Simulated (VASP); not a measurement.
# Li4ZrN2 (P-3m1) in VASP: a series of runs

Runs on Li4ZrN2. Level: PBE. Tasks: single point, relaxation of cell and atoms.

Everything below comes from runs of VASP 6.6.1. Logs are shortened: lines on timing, memory, paths and dates and some standing lists are left out, and cuts for length are marked.

## 1. The cell of the first run

Symmetry: P-3m1, No. 164, trigonal system. The conventional cell has a = 3.309 Å, b = 3.309 Å, c = 9.043 Å, α = 90.00°, β = 90.00°, γ = 120.00°. Within 2.8 Å of Li (site symmetry 3m) lie 3 N at 2.05 Å and 3 Li at 2.44 Å and 3 Zr at 2.76 Å. Within 3.0 Å of Li (site symmetry 3m) lie 1 N at 2.26 Å and 6 Li at 2.44 to 2.80 Å. Within 3.0 Å of Zr (site symmetry -3m) lie 6 N at 2.28 Å and 6 Li at 2.76 Å. Within 2.7 Å of N (site symmetry 3m) lie 4 Li at 2.05 to 2.26 Å and 3 Zr at 2.28 Å.

## 2. Single point, PBE

INCAR reads:

```
SYSTEM = Li4ZrN2
PREC = Accurate
ENCUT = 520
EDIFF = 1E-7
ISMEAR = 0
SIGMA = 0.1
LREAL = .False.
LASPH = .True.
NELM = 80
ALGO = Normal
ISIF = 2
LWAVE = .False.
LCHARG = .False.
GGA = PE
NBANDS = 26
```

KPOINTS reads:

```
regular mesh
0
Gamma
  12 12 4
  0 0 0
```

POSCAR reads:

```
Li4ZrN2
1.0
    3.3086272258      0.0000000000      0.0000000000
   -1.6543136129      2.8653552292      0.0000000000
    0.0000000000      0.0000000000      9.0434538251
Li Zr N
4 1 2
Direct
    0.6666666667      0.3333333333      0.2197421581
    0.3333333333      0.6666666667      0.3870813122
    0.3333333333      0.6666666667      0.7802578419
    0.6666666667      0.3333333333      0.6129186878
    0.0000000000      0.0000000000      0.0000000000
    0.3333333333      0.6666666667      0.1375795391
    0.6666666667      0.3333333333      0.8624204609
```

Potentials or basis: VASP PAW PBE potentials, release 64 (Li_sv, Zr_sv, N).

On the command line:

```console
> cat potpaw_PBE.64/Li_sv/POTCAR potpaw_PBE.64/Zr_sv/POTCAR potpaw_PBE.64/N/POTCAR > POTCAR
> mpirun -np 1 vasp_std > vasp.out
```

OUTCAR:

```text
SYSTEM = Li4ZrN2
   PREC = Accurate
   ENCUT = 520
   EDIFF = 1E-7
   ISMEAR = 0
   LREAL = .False.
   LASPH = .True.
   NELM = 80
   ISIF = 2
   GGA = PE

 ion  position               nearest neighbor table
   1  0.667  0.333  0.220-   6 2.05   6 2.05   6 2.05   2 2.44   2 2.44   2 2.44   5 2.76   5 2.76
                             5 2.76
   2  0.333  0.667  0.387-   1 2.44   1 2.44   1 2.44
   3  0.333  0.667  0.780-   7 2.05   7 2.05   7 2.05   4 2.44   4 2.44   4 2.44   5 2.76   5 2.76
                             5 2.76
   4  0.667  0.333  0.613-   3 2.44   3 2.44   3 2.44
   5  0.000  0.000  0.000-   6 2.28   7 2.28   7 2.28   6 2.28   7 2.28   6 2.28   1 2.76   3 2.76
                             3 2.76   1 2.76   1 2.76   3 2.76
   6  0.333  0.667  0.138-   1 2.05   1 2.05   1 2.05   5 2.28   5 2.28   5 2.28
   7  0.667  0.333  0.862-   3 2.05   3 2.05   3 2.05   5 2.28   5 2.28   5 2.28

  LATTYP: Found a hexagonal cell.
 ALAT       =     3.3086272258
 C/A-ratio  =     2.7332948706

  Lattice vectors:

 A1 = (   3.3086272258,   0.0000000000,   0.0000000000)
 A2 = (  -1.6543136129,   2.8653552292,   0.0000000000)
 A3 = (   0.0000000000,   0.0000000000,   9.0434538251)

Analysis of symmetry for initial positions (statically):
=====================================================================
 Subroutine PRICEL returns:
 Original cell was already a primitive cell.

 Routine SETGRP: Setting up the symmetry group for a
 hexagonal supercell.

 Subroutine GETGRP returns: Found 12 space group operations
 (whereof 12 operations were pure point group operations)
 out of a pool of 24 trial point group operations.

The static configuration has the point symmetry D_3d.

Analysis of symmetry for dynamics (positions and initial velocities):
=====================================================================
 Subroutine PRICEL returns:
 Original cell was already a primitive cell.

 Routine SETGRP: Setting up the symmetry group for a
 hexagonal supercell.

 Subroutine GETGRP returns: Found 12 space group operations
 (whereof 12 operations were pure point group operations)
 out of a pool of 24 trial point group operations.

The dynamic configuration has the point symmetry D_3d.

 Subroutine INISYM returns: Found 12 space group operations
 (whereof 12 operations are pure point group operations),
 and found     1 'primitive' translations

----------------------------------------------------------------------------------------

                                     Primitive cell

  volume of cell :      85.7355

  direct lattice vectors                    reciprocal lattice vectors
     3.308627226  0.000000000  0.000000000     0.302240153  0.174498434  0.000000000
    -1.654313613  2.865355229  0.000000000     0.000000000  0.348996868  0.000000000
     0.000000000  0.000000000  9.043453825     0.000000000  0.000000000  0.110577222

  length of vectors
     3.308627226  3.308627226  9.043453825     0.348996868  0.348996868  0.110577222

  position of ions in fractional coordinates (direct lattice)
     0.666666667  0.333333333  0.219742158
     0.333333333  0.666666667  0.387081312
     0.333333333  0.666666667  0.780257842
     0.666666667  0.333333333  0.612918688
     0.000000000  0.000000000  0.000000000
     0.333333333  0.666666667  0.137579539
     0.666666667  0.333333333  0.862420461

  ion indices of the primitive-cell ions
   primitive index   ion index
                 1           1
                 2           2
                 3           3
                 4           4
                 5           5
                 6           6
                 7           7

----------------------------------------------------------------------------------------

 KPOINTS: regular mesh

Automatic generation of k-mesh.
 Grid dimensions read from file:
 generate k-points for:   12   12    4

 Generating k-lattice:

  Cartesian coordinates                     Fractional coordinates (reciprocal lattice)
     0.025186679  0.014541536  0.000000000     0.083333333 -0.000000000  0.000000000
     0.000000000  0.029083072  0.000000000     0.000000000  0.083333333  0.000000000
     0.000000000  0.000000000  0.027644305     0.000000000  0.000000000  0.250000000

  Length of vectors
     0.029083072  0.029083072  0.027644305

  Shift w.r.t. Gamma in fractional coordinates (k-lattice)
     0.000000000  0.000000000  0.000000000

 Subroutine IBZKPT returns following result:
 ===========================================

 Found     69 irreducible k-points:

 Following reciprocal coordinates:
            Coordinates               Weight
  0.000000  0.000000  0.000000      1.000000
  0.083333  0.000000  0.000000      6.000000
  0.166667  0.000000  0.000000      6.000000
  0.250000  0.000000  0.000000      6.000000
  0.333333  0.000000  0.000000      6.000000
  0.416667  0.000000  0.000000      6.000000
[... 16 lines left out ...]
  0.166667  0.000000  0.250000      6.000000
  0.000000  0.166667  0.250000      6.000000
 [... further k-points ...]
   k-points           NKPTS =     69   k-points in BZ     NKDIM =     69   number of bands    NBANDS=     26
   number of dos      NEDOS =    301   number of ions     NIONS =      7
   total plane-waves  NPLWV =  54880
   dimension x,y,z NGX =    28 NGY =   28 NGZ =   70
   dimension x,y,z NGXF=    56 NGYF=   56 NGZF=  140
   ions per type =               4   1   2
   NGX,Y,Z   is equivalent  to a cutoff of  14.07, 14.07, 12.87 a.u.
   NGXF,Y,Z  is equivalent  to a cutoff of  28.14, 28.14, 25.74 a.u.
 SYSTEM =  Li4ZrN2
   PREC   = accura    normal or accurate (medium, high low for compatibility)
   ISTART =      0    job   : 0-new  1-cont  2-samecut
   ICHARG =      2    charge: 1-file 2-atom 10-const
   ISPIN  =      1    spin polarized calculation?
   LNONCOLLINEAR =      F non collinear calculations
   LSORBIT =      F    spin-orbit coupling
   LASPH  =      T    aspherical Exc in radial PAW
   ENCUT  =  520.0 eV  38.22 Ry    6.18 a.u.   6.15  6.15 16.81*2*pi/ulx,y,z
   NELM   =     80;   NELMIN=  2; NELMDL= -5     # of ELM steps
   EDIFF  = 0.1E-06   stopping-criterion for ELM
   LREAL  =      F    real-space projection
   EDIFFG = 0.1E-05   stopping-criterion for IOM
   NSW    =      0    number of steps for IOM
   IBRION =     -1    ionic relax: 0-MD 1-quasi-New 2-CG
   NFREE  =      0    steps in history (QN), initial steepest desc. (CG)
   ISIF   =      2    stress and relaxation
   ISYM   =      2    0-nonsym 1-usesym 2-fastsym
   POTIM  = 0.5000    time-step for ionic-motion
   TEBEG  =    0.0;   TEEND  =   0.0 temperature during run
   PSTRESS=    0.0 pullay stress
   NELECT =      34.0000    total number of electrons
   NUPDOWN=      -1.0000    fix difference up-down
   EMIN   =  10.00;   EMAX   =-10.00  energy-range for DOS
   EFERMI =   0.00;   METHOD = LEGACY
   ISMEAR =     0;   SIGMA  =   0.10  broadening in eV -4-tet -1-fermi 0-gaus
   EFERMI_NEDOS =   21; number of points for ismear=-14 and -15
   IALGO  =     38    algorithm
   IMIX   =      4    mixing-type and parameters
     AMIX     =   0.40;   BMIX     =  1.00
     AMIX_MAG =   1.60;   BMIX_MAG =  1.00
  volume/ion in A,a.u.               =      12.25        82.65
  Fermi-wavevector in a.u.,A,eV,Ry     =   1.202765  2.272897 19.682795  1.446645
  Thomas-Fermi vector in A             =   2.338538
   LORBIT       =      0    0 simple, 1 ext, 2 COOP (PROOUT), +10 PAW based schemes
   GGA     = PE    functional components
   LHFCALC =     F    Hartree Fock is set to
   AEXX    =    0.0000 exact exchange contribution
   IVDW    =     0    specifies the selected vdW correction
   LEPSILON=     F    determine dielectric tensor
   LRPA    =     F    only Hartree local field effects (RPA)
 non-spin polarized calculation
 Gauss-broadening in eV      SIGMA  =   0.10
  energy-cutoff  :      520.00
  volume of cell :       85.74
 maximum number of plane-waves:      2350
 NGX is ok and might be reduce to    28
   NGX = 13   NGY = 13   NGZ = 33

 number of electron      34.0000009 magnetization

 Free energy of the ion-electron system (eV)
  ---------------------------------------------------
  ext. energy  EPLUGINS =         0.00000000
  ---------------------------------------------------
  free energy    TOTEN  =       -37.91214315 eV

  energy without entropy =      -37.90394147  energy(sigma->0) =      -37.90804231

 E-fermi :   5.1434     XC(G=0):  -9.5338

 val. band max:        5.1396954368   @ k =   0.4167   0.1667   0.5000
 cond. band min:       5.1645646260   @ k =   0.3333   0.0833   0.0000
 fundamental gap:      0.0248691892
 Fermi energy:         5.1434378940

 k-point     1 :       0.0000    0.0000    0.0000
  band No.  band energies     occupation
      1     -44.4938      2.00000
      2     -41.5463      2.00000
      3     -41.5224      2.00000
      4     -40.9014      2.00000
      5     -40.8989      2.00000
      6     -22.7048      2.00000
[... 18 lines left out ...]
     25      10.8100      0.00000
     26      11.4646      0.00000

 k-point     2 :       0.0833    0.0000    0.0000
  band No.  band energies     occupation
      1     -44.4889      2.00000
      2     -41.5454      2.00000
      3     -41.5222      2.00000
      4     -40.9012      2.00000
      5     -40.8988      2.00000
      6     -22.6939      2.00000
[... 18 lines left out ...]
     25      11.2662      0.00000
     26      11.5151      0.00000

 k-point     3 :       0.1667    0.0000    0.0000
  band No.  band energies     occupation
      1     -44.4754      2.00000
      2     -41.5429      2.00000
      3     -41.5217      2.00000
      4     -40.9003      2.00000
      5     -40.8984      2.00000
      6     -22.6643      2.00000
[... 572 lines left out ...]
 k-point    23 :       0.1667    0.0000    0.2500
  band No.  band energies     occupation
      1     -44.4754      2.00000
      2     -41.5429      2.00000
      3     -41.5217      2.00000
      4     -40.9003      2.00000
      5     -40.8984      2.00000
      6     -22.6643      2.00000
[... 18 lines left out ...]
     25      11.3479      0.00000
     26      11.9495      0.00000

 k-point    24 :       0.0000    0.1667    0.2500
  band No.  band energies     occupation
      1     -44.4754      2.00000
      2     -41.5429      2.00000
      3     -41.5217      2.00000
      4     -40.9003      2.00000
      5     -40.8984      2.00000
      6     -22.6643      2.00000
[... 18 lines left out ...]
     25      11.0190      0.00000
     26      12.0470      0.00000

 [... further k-points ...]

------------------------ aborting loop because EDIFF is reached ----------------------------------------

  FORCE on cell =-STRESS in cart. coord.  units (eV):
  Direction    XX          YY          ZZ          XY          YZ          ZX
  --------------------------------------------------------------------------------------
  -------------------------------------------------------------------------------------
  Total        0.0171968      0.0171968      0.0125042     -0.0000000      0.0000000      0.0000000
  in kB        0.3213646      0.3213646      0.2336717     -0.0000000      0.0000000      0.0000000
  external PRESSURE =       0.2921337 kB  Pullay stress =       0.0000000 kB

 VOLUME and BASIS-vectors are now :
 -----------------------------------------------------------------------------
  energy-cutoff  :      520.00
  volume of cell :       85.74
      direct lattice vectors                 reciprocal lattice vectors
     3.308627226  0.000000000  0.000000000     0.302240153  0.174498434  0.000000000
    -1.654313613  2.865355229  0.000000000     0.000000000  0.348996868  0.000000000
     0.000000000  0.000000000  9.043453825     0.000000000  0.000000000  0.110577222

 POSITION                                       TOTAL-FORCE (eV/Angst)
 -----------------------------------------------------------------------------------
      1.65431      0.95512      1.98723         0.000000     -0.000000      0.014249
     -0.00000      1.91024      3.50055         0.000000     -0.000000     -0.002134
     -0.00000      1.91024      7.05623        -0.000000      0.000000     -0.014249
      1.65431      0.95512      5.54290        -0.000000      0.000000      0.002134
      0.00000      0.00000      0.00000        -0.000000      0.000000      0.000000
     -0.00000      1.91024      1.24419         0.000000      0.000000      0.008782
      1.65431      0.95512      7.79926        -0.000000      0.000000     -0.008782
 -----------------------------------------------------------------------------------
    total drift:                                0.000000     -0.000000      0.000000

  FREE ENERGIE OF THE ION-ELECTRON SYSTEM (eV)
  ---------------------------------------------------
  free  energy   TOTEN  =       -37.9121431472 eV

  energy  without entropy=      -37.9039414694  energy(sigma->0) =      -37.90804231
```

It took 4.4 min on 1 thread of Oxide Virtual Turin-like, shared host; peak memory 0.27 GiB.

Results:

| Property | Result |
| --- | --- |
| Free energy | -37.9121 eV |
| Largest force | 0.014 eV/Å |
| Band gap on the k mesh | zero (bands 17 and 18 overlap by 1.43 eV) |

Forces in eV/Å, atoms in the order of the input:
```
Li   0.000  0.000  0.014
Li   0.000  0.000 -0.002
Li   0.000  0.000 -0.014
Li   0.000  0.000  0.002
Zr   0.000  0.000  0.000
N    0.000  0.000  0.009
N    0.000  0.000 -0.009
```

Caveat: the cutoff is under 1.25 times the usual one of these potentials, so pressure, stress and relaxed cells hold a basis-set (Pulay) error.

(Continued in part 2 of 2.)
